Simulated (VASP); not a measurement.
A run of VASP 6.6.1:

Contents of POSCAR:

```
MgO2
1.0
    1.7286764011      0.9980517855      3.0110197177
   -1.7286764011      0.9980517855      3.0110197177
    0.0000000000     -1.9961035710      3.0110197177
Mg O
1 2
Direct
    0.0000000000      0.0000000000      0.0000000000
    0.4287860000      0.4287860000      0.4287860000
    0.5712140000      0.5712140000      0.5712140000
```

INCAR.step1

```
  ALGO = Normal
  EDIFF = 1E-4
  ENCUT = 520
  GGA = PE
  ISMEAR = 0
  LASPH = True
  LCHARG = False
  LREAL = False
  LWAVE = True
  NBANDS = 14
  NELM = 80
  PREC = Accurate
  SIGMA = 0.05
```

INCAR.step2

```
  ALGO = Normal
  EDIFF = 1E-7
  ENCUT = 520
  ISIF = 2
  ISMEAR = 0
  ISTART = 1
  LASPH = True
  LCHARG = False
  LMIXTAU = True
  LREAL = False
  LWAVE = False
  METAGGA = R2SCAN
  NBANDS = 14
  NELM = 80
  PREC = Accurate
  SIGMA = 0.05
```

File KPOINTS:

```
k-points
0
Gamma
  12 12 12
```

Potentials or basis: VASP PAW PBE potentials, release 64 (Mg, O).

Command:

```console
$ cat potpaw_PBE.64/Mg/POTCAR potpaw_PBE.64/O/POTCAR > POTCAR
$ cp INCAR.step1 INCAR
$ mpirun -np 1 vasp_std > vasp.out
$ cp INCAR.step2 INCAR
$ mpirun -np 1 vasp_std > vasp.out
```

Hardware: 1 thread of Intel(R) Xeon(R) 6975P-C (Granite Rapids), on a shared host.

Question: Estimate the wall time of this run.

Answer: Wall time 2.8 min on 1 thread of Intel(R) Xeon(R) 6975P-C (Granite Rapids), on a shared host, peak memory 0.22 GiB. Counts: k points 189.
